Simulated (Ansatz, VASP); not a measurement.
## Two plane-wave programs on BeTlMo

```xyz
6
Lattice="4.6998 0.0000 0.0000 -2.3499 4.0701 0.0000 0.0000 0.0000 5.4622" Properties=species:S:1:pos:R:3 pbc="T T T"
Be    0.0000    0.0000    0.0000
Be    0.0000    0.0000    2.7311
Tl    0.0000    2.7134    1.3655
Tl    2.3499    1.3567    4.0966
Mo    0.0000    2.7134    4.0966
Mo    2.3499    1.3567    1.3655
```

Alike in both runs: functional PBE; k mesh 12 × 12 × 8; occupations gaussian, width 0.1 eV; no spin polarisation.

Ansatz relaxed the structure, and its values are those at the end. VASP's run is a single point on that final structure, the one shown.

|  | VASP | Ansatz |
| --- | --- | --- |
| version | VASP 6.6.1 | Ansatz 0.2.0 |
| potentials or method | VASP PAW PBE potentials, release 64 (Be, Tl_d, Mo_sv), cutoff 520 eV | scalar-relativistic, plane waves, PAW |
| valence electrons in the cell | 58 | 58 |

Ansatz gave:

```
gap on the k mesh at the Fermi level (eV) : none
pressure (GPa)                            : 0.0
```

Problem. What did VASP give for the same quantities?

Solution. gap on the k mesh at the Fermi level (eV): none; pressure (GPa): 0.1.

A gap of «none» marks a metal or a gap that the smearing closes. With one functional, cell and mesh, what is left measures potentials, basis and numerics.

Spin-orbit coupling is off throughout.
